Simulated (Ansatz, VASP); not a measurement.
# W: VASP beside Ansatz

```
CELL_PARAMETERS angstrom
-1.59178 1.63157 1.59178
1.59178 -1.63157 1.59178
1.59178 1.63157 -1.59178
ATOMIC_POSITIONS crystal
W 0.00000 0.00000 0.00000
```

Change from the starting cell: strain +0.0250 x Voigt [0, 1, 0, 0, 0, 0], atoms carried along.

Alike in both runs: task single point; functional PBE; k mesh 26 × 26 × 26; occupations gaussian, width 0.15 eV; no spin polarisation.

|  | VASP | Ansatz |
| --- | --- | --- |
| version | VASP 6.6.1 | Ansatz 0.2.0 |
| potentials or method | VASP PAW PBE potentials, release 64 (W_sv), cutoff 500 eV | scalar-relativistic, plane waves, PAW |
| valence electrons in the cell | 14 | 14 |

|  | VASP | Ansatz | Ansatz less VASP |
| --- | --- | --- | --- |
| gap on the k mesh at the Fermi level (eV) | none | none | - |
| pressure (GPa) | -6.6 | -7.0 | -0.40 |
| traceless stress, the component that is largest in VASP (GPa) | -4.70 | -4.71 | -0.004 |

A gap of «none» marks a metal or a gap that the smearing closes. The functional is the same, so the differences come from potentials, cutoffs and numerics.

Neither program's run includes spin-orbit coupling.
